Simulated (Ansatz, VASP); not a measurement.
## Sn: VASP beside Ansatz

File INCAR:

```
PREC = Accurate
ENCUT = 520
EDIFF = 1E-7
ISMEAR = -1
SIGMA = 0.1
LREAL = False
LASPH = True
NELM = 60
ALGO = Normal
ISIF = 2
LWAVE = False
LCHARG = False
GGA = B5
ALDAX = 1.0
AGGAX = 1.0
AGGAC = 1.0
ALDAC = 0.0
NBANDS = 21
```

The input KPOINTS:

```
regular mesh
0
Gamma
  12 12 6
```

Contents of POSCAR:

```
Sn
1.0
    3.5393462862      0.0000000000      0.0000000000
   -1.7696731431      3.0651637966      0.0000000000
    0.0000000000      0.0000000000      5.8785395273
Sn
2
Direct
    0.3333333333      0.6666666667      0.2500000000
    0.6666666667      0.3333333333      0.7500000000
```

Input for Ansatz:

```yaml
crystal:
  lattice:
    - [3.5393462862, 0.0, 0.0]
    - [-1.7696731431, 3.0651637966, 0.0]
    - [0.0, 0.0, 5.8785395273]
  atoms:
    - { symbol: Sn, position: [0.3333333333, 0.6666666667, 0.25] }
    - { symbol: Sn, position: [0.6666666667, 0.3333333333, 0.75] }
hamiltonian:
  xc: blyp
  pseudopotentials:
    kind: paw
    azcp:
      Sn: "pseudopotentials/Sn.paw.azcp"
basis:
  ecutwfc: 420
  fft_grid_basis: typed
kpoints:
  mp_grid: { grid: [12, 12, 6], shift: [0, 0, 0] }
magnetization:
  spin_polarized: false
scf:
  occupations: { method: fermi_dirac, width: 0.1 }
  lower_state_search: "off"
output:
  stress: true
```

Alike in both runs: task single point; functional BLYP; k mesh 12 × 12 × 6; occupations fermi-dirac, width 0.1 eV; no spin polarisation.

```csv
,VASP,Ansatz
version,VASP 6.6.1,Ansatz 0.2.0
potentials or method,"VASP PAW PBE potentials, release 64 (Sn_d), cutoff 520 eV","plane waves (420 eV) with PAW, scalar-relativistic"
valence electrons in the cell,28,28
```

```tsv
	VASP	Ansatz	Ansatz less VASP
pressure (GPa)	-1.3	-1.2	+0.03
traceless stress, the component that is largest in VASP (GPa)	-0.11	-0.11	+0.006
```

VASP's potentials were made for PBE, not for BLYP.
